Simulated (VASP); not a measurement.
# Li (Im-3m) in VASP: single point with LDA

Aim: the single point of Li with LDA.

Program: VASP 6.6.1. These are calculated values, not measurements. Logs are shortened: lines on timing, memory, paths and dates and some standing lists are left out, and cuts for length are marked.

**1. The cell of the first run**

Symmetry: Im-3m, No. 229, cubic system. Conventional cell: a = 3.509 Å, b = 3.509 Å, c = 3.509 Å, α = 90.00°, β = 90.00°, γ = 90.00°. Within 4.0 Å of Li (site symmetry m-3m) lie 14 Li at 3.04 to 3.51 Å.

**2. Single point, LDA**

The input, INCAR:

```
SYSTEM = Li
  PREC = Accurate
  ENCUT = 750
  EDIFF = 1E-6
  ISMEAR = -1
  SIGMA = 0.02
  LREAL = .FALSE.
  LASPH = .TRUE.
  NELM = 120
  ALGO = Normal
  ISIF = 2
  LWAVE = .FALSE.
  LCHARG = .FALSE.
  GGA = CA
  NBANDS = 8
  GGA_COMPAT = .FALSE.
```

The input, KPOINTS:

```
Automatic mesh
0
G
  9 9 9
  0 0 0
```

The input, POSCAR:

```
Li
1.0
   -1.7546500000      1.7546500000      1.7546500000
    1.7546500000     -1.7546500000      1.7546500000
    1.7546500000      1.7546500000     -1.7546500000
Li
1
Direct
    0.0000000000      0.0000000000      0.0000000000
```

Potentials or basis: VASP PAW LDA potentials, release 64 (Li_sv).

On the command line:

```sh
$ cat potpaw_LDA.64/Li_sv/POTCAR > POTCAR
$ mpirun -np 1 vasp_std > vasp.out
```

OUTCAR:

```text
SYSTEM = Li
   PREC = Accurate
   ENCUT = 750
   EDIFF = 1E-6
   ISMEAR = -1
   LREAL = .FALSE.
   LASPH = .TRUE.
   NELM = 120
   ISIF = 2
   GGA = CA

 ion  position               nearest neighbor table
   1  0.000  0.000  0.000-

  LATTYP: Found a body centered cubic cell.
 ALAT       =     3.5093000000

  Lattice vectors:

 A1 = (  -1.7546500000,   1.7546500000,   1.7546500000)
 A2 = (   1.7546500000,  -1.7546500000,   1.7546500000)
 A3 = (   1.7546500000,   1.7546500000,  -1.7546500000)

Analysis of symmetry for initial positions (statically):
=====================================================================
 Subroutine PRICEL returns:
 Original cell was already a primitive cell.

 Routine SETGRP: Setting up the symmetry group for a
 body centered cubic supercell.

 Subroutine GETGRP returns: Found 48 space group operations
 (whereof 48 operations were pure point group operations)
 out of a pool of 48 trial point group operations.

The static configuration has the point symmetry O_h .

Analysis of symmetry for dynamics (positions and initial velocities):
=====================================================================
 Subroutine PRICEL returns:
 Original cell was already a primitive cell.

 Routine SETGRP: Setting up the symmetry group for a
 body centered cubic supercell.

 Subroutine GETGRP returns: Found 48 space group operations
 (whereof 48 operations were pure point group operations)
 out of a pool of 48 trial point group operations.

The dynamic configuration has the point symmetry O_h .

 Subroutine INISYM returns: Found 48 space group operations
 (whereof 48 operations are pure point group operations),
 and found     1 'primitive' translations

----------------------------------------------------------------------------------------

                                     Primitive cell

  volume of cell :      21.6088

  direct lattice vectors                    reciprocal lattice vectors
    -1.754650000  1.754650000  1.754650000     0.000000000  0.284957114  0.284957114
     1.754650000 -1.754650000  1.754650000     0.284957114  0.000000000  0.284957114
     1.754650000  1.754650000 -1.754650000     0.284957114  0.284957114  0.000000000

  length of vectors
     3.039142950  3.039142950  3.039142950     0.402990215  0.402990215  0.402990215

  position of ions in fractional coordinates (direct lattice)
     0.000000000  0.000000000  0.000000000

  ion indices of the primitive-cell ions
   primitive index   ion index
                 1           1

----------------------------------------------------------------------------------------

 KPOINTS: Automatic mesh

Automatic generation of k-mesh.
 Grid dimensions read from file:
 generate k-points for:    9    9    9

 Generating k-lattice:

  Cartesian coordinates                     Fractional coordinates (reciprocal lattice)
     0.000000000  0.031661902  0.031661902     0.111111111  0.000000000  0.000000000
     0.031661902  0.000000000  0.031661902     0.000000000  0.111111111  0.000000000
     0.031661902  0.031661902  0.000000000     0.000000000  0.000000000  0.111111111

  Length of vectors
     0.044776691  0.044776691  0.044776691

  Shift w.r.t. Gamma in fractional coordinates (k-lattice)
     0.000000000  0.000000000  0.000000000

 Subroutine IBZKPT returns following result:
 ===========================================

 Found     35 irreducible k-points:

 Following reciprocal coordinates:
            Coordinates               Weight
  0.000000  0.000000  0.000000      1.000000
  0.111111  0.000000  0.000000     12.000000
  0.222222  0.000000  0.000000     12.000000
  0.333333  0.000000  0.000000     12.000000
  0.444444  0.000000  0.000000     12.000000
  0.111111  0.111111  0.000000     24.000000
[... 16 lines left out ...]
 -0.333333  0.444444  0.111111     48.000000
 -0.444444 -0.444444  0.111111     24.000000
 [... further k-points ...]
   k-points           NKPTS =     35   k-points in BZ     NKDIM =     35   number of bands    NBANDS=      8
   number of dos      NEDOS =    301   number of ions     NIONS =      1
   total plane-waves  NPLWV =  21952
   dimension x,y,z NGX =    28 NGY =   28 NGZ =   28
   dimension x,y,z NGXF=    56 NGYF=   56 NGZF=   56
   ions per type =               1
   NGX,Y,Z   is equivalent  to a cutoff of  15.32, 15.32, 15.32 a.u.
   NGXF,Y,Z  is equivalent  to a cutoff of  30.63, 30.63, 30.63 a.u.
 SYSTEM =  Li
   PREC   = accura    normal or accurate (medium, high low for compatibility)
   ISTART =      0    job   : 0-new  1-cont  2-samecut
   ICHARG =      2    charge: 1-file 2-atom 10-const
   ISPIN  =      1    spin polarized calculation?
   LNONCOLLINEAR =      F non collinear calculations
   LSORBIT =      F    spin-orbit coupling
   LASPH  =      T    aspherical Exc in radial PAW
   ENCUT  =  750.0 eV  55.12 Ry    7.42 a.u.   6.79  6.79  6.79*2*pi/ulx,y,z
   NELM   =    120;   NELMIN=  2; NELMDL= -5     # of ELM steps
   EDIFF  = 0.1E-05   stopping-criterion for ELM
   LREAL  =      F    real-space projection
   EDIFFG = 0.1E-04   stopping-criterion for IOM
   NSW    =      0    number of steps for IOM
   IBRION =     -1    ionic relax: 0-MD 1-quasi-New 2-CG
   NFREE  =      0    steps in history (QN), initial steepest desc. (CG)
   ISIF   =      2    stress and relaxation
   ISYM   =      2    0-nonsym 1-usesym 2-fastsym
   POTIM  = 0.5000    time-step for ionic-motion
   TEBEG  =    0.0;   TEEND  =   0.0 temperature during run
   PSTRESS=    0.0 pullay stress
   NELECT =       3.0000    total number of electrons
   NUPDOWN=      -1.0000    fix difference up-down
   EMIN   =  10.00;   EMAX   =-10.00  energy-range for DOS
   EFERMI =   0.00;   METHOD = LEGACY
   ISMEAR =    -1;   SIGMA  =   0.02  broadening in eV -4-tet -1-fermi 0-gaus
   EFERMI_NEDOS =   21; number of points for ismear=-14 and -15
   IALGO  =     38    algorithm
   IMIX   =      4    mixing-type and parameters
     AMIX     =   0.40;   BMIX     =  1.00
     AMIX_MAG =   1.60;   BMIX_MAG =  1.00
  volume/ion in A,a.u.               =      21.61       145.82
  Fermi-wavevector in a.u.,A,eV,Ry     =   0.847692  1.601906  9.776898  0.718582
  Thomas-Fermi vector in A             =   1.963238
   LORBIT       =      0    0 simple, 1 ext, 2 COOP (PROOUT), +10 PAW based schemes
   GGA     = CA    functional components
   LHFCALC =     F    Hartree Fock is set to
   AEXX    =    0.0000 exact exchange contribution
   IVDW    =     0    specifies the selected vdW correction
   LEPSILON=     F    determine dielectric tensor
   LRPA    =     F    only Hartree local field effects (RPA)
 non-spin polarized calculation
  energy-cutoff  :      750.00
  volume of cell :       21.61
 maximum number of plane-waves:      1017
   NGX = 13   NGY = 13   NGZ = 13

 number of electron       2.9999999 magnetization

 Free energy of the ion-electron system (eV)
  ---------------------------------------------------
  ext. energy  EPLUGINS =         0.00000000
  ---------------------------------------------------
  free energy    TOTEN  =        -2.03281297 eV

  energy without entropy =       -2.03094034  energy(sigma->0) =       -2.03187665

 E-fermi :   0.3856     XC(G=0):  -6.9842

 val. band max:        0.3701604866   @ k =  -0.3333   0.4444   0.1111
 cond. band min:       0.6185319086   @ k =  -0.4444   0.4444   0.1111
 fundamental gap:      0.2483714220
 Fermi energy:         0.3856034842

 k-point     1 :       0.0000    0.0000    0.0000
  band No.  band energies     occupation
      1     -45.3071      2.00000
      2      -2.9979      2.00000
      3      14.1259      0.00000
      4      14.1259      0.00000
      5      14.1259      0.00000
      6      19.0076      0.00000
      7      19.0076      0.00000
      8      19.0076      0.00000

 k-point     2 :       0.1111    0.0000    0.0000
  band No.  band energies     occupation
      1     -45.3052      2.00000
      2      -2.7735      2.00000
      3      12.7202      0.00000
      4      13.2295      0.00000
      5      13.7809      0.00000
      6      17.0694      0.00000
      7      17.1972      0.00000
      8      18.9742      0.00000

 k-point     3 :       0.2222    0.0000    0.0000
  band No.  band energies     occupation
      1     -45.3003      2.00000
      2      -2.0981      2.00000
      3       9.5218      0.00000
      4      11.8380      0.00000
      5      12.9575      0.00000
      6      15.4295      0.00000
      7      16.3879      0.00000
      8      19.1004      0.00000

 k-point     4 :       0.3333    0.0000    0.0000
  band No.  band energies     occupation
      1     -45.2946      2.00000
      2      -0.9908      2.00000
      3       6.3735      0.00000
      4      10.7867      0.00000
      5      12.1588      0.00000
      6      14.2362      0.00000
      7      16.4522      0.00000
      8      20.1732      0.00000

 k-point     5 :       0.4444    0.0000    0.0000
  band No.  band energies     occupation
      1     -45.2910      2.00000
      2       0.3440      1.77808
      3       3.9711      0.00000
      4      10.2420      0.00000
      5      11.7058      0.00000
      6      13.6376      0.00000
      7      16.6761      0.00000
      8      21.6550      0.00000
[... 177 lines left out ...]
 k-point    22 :      -0.4444    0.4444    0.1111
  band No.  band energies     occupation
      1     -45.2896      2.00000
      2       0.6185      0.00002
      3       4.0919      0.00000
      4       9.0540      0.00000
      5      11.6741      0.00000
      6      15.4130      0.00000
      7      15.7520      0.00000
      8      19.9423      0.00000

 k-point    23 :      -0.3333    0.4444    0.1111
  band No.  band energies     occupation
      1     -45.2893      2.00000
      2       0.3702      1.36797
      3       5.2738      0.00000
      4       7.7846      0.00000
      5      12.0906      0.00000
      6      14.2956      0.00000
      7      17.2148      0.00000
      8      19.4667      0.00000

 k-point    24 :      -0.4444   -0.4444    0.1111
  band No.  band energies     occupation
      1     -45.2876      2.00000
      2       1.4823      0.00000
      3       3.6834      0.00000
      4       7.5018      0.00000
      5      11.8799      0.00000
      6      14.9405      0.00000
      7      17.5943      0.00000
      8      17.7360      0.00000

 [... further k-points ...]
[... 5 lines left out ...]
  --------------------------------------------------------------------------------------
  -------------------------------------------------------------------------------------
  Total       -0.2269435     -0.2269435     -0.2269435     -0.0000000      0.0000000     -0.0000000
  in kB      -16.8266170    -16.8266170    -16.8266170     -0.0000000      0.0000000     -0.0000000
  external PRESSURE =     -16.8266170 kB  Pullay stress =       0.0000000 kB

 VOLUME and BASIS-vectors are now :
 -----------------------------------------------------------------------------
  energy-cutoff  :      750.00
  volume of cell :       21.61
      direct lattice vectors                 reciprocal lattice vectors
    -1.754650000  1.754650000  1.754650000     0.000000000  0.284957114  0.284957114
     1.754650000 -1.754650000  1.754650000     0.284957114  0.000000000  0.284957114
     1.754650000  1.754650000 -1.754650000     0.284957114  0.284957114  0.000000000

 POSITION                                       TOTAL-FORCE (eV/Angst)
 -----------------------------------------------------------------------------------
      0.00000      0.00000      0.00000        -0.000000      0.000000     -0.000000
 -----------------------------------------------------------------------------------
    total drift:                               -0.000000     -0.000000     -0.000000

  FREE ENERGIE OF THE ION-ELECTRON SYSTEM (eV)
  ---------------------------------------------------
  free  energy   TOTEN  =        -2.0328129689 eV

  energy  without entropy=       -2.0309403405  energy(sigma->0) =       -2.03187665
```

It took 12 s on 1 thread of Intel Xeon Platinum 8259CL at 2.50GHz (Skylake/Cascade Lake), shared host; peak memory 0.13 GiB.

Results:

| Property | Result |
| --- | --- |
| Free energy | -2.0328 eV |
| Pressure | -1.7 GPa |

Levels at points of the mesh, in eV from the Fermi level:
```csv
k point,band 1,band 2,band 3,band 4,band 5,band 6
"(0.00, 0.00, 0.00)",-45.69,-3.38,13.74,13.74,13.74,18.62
```
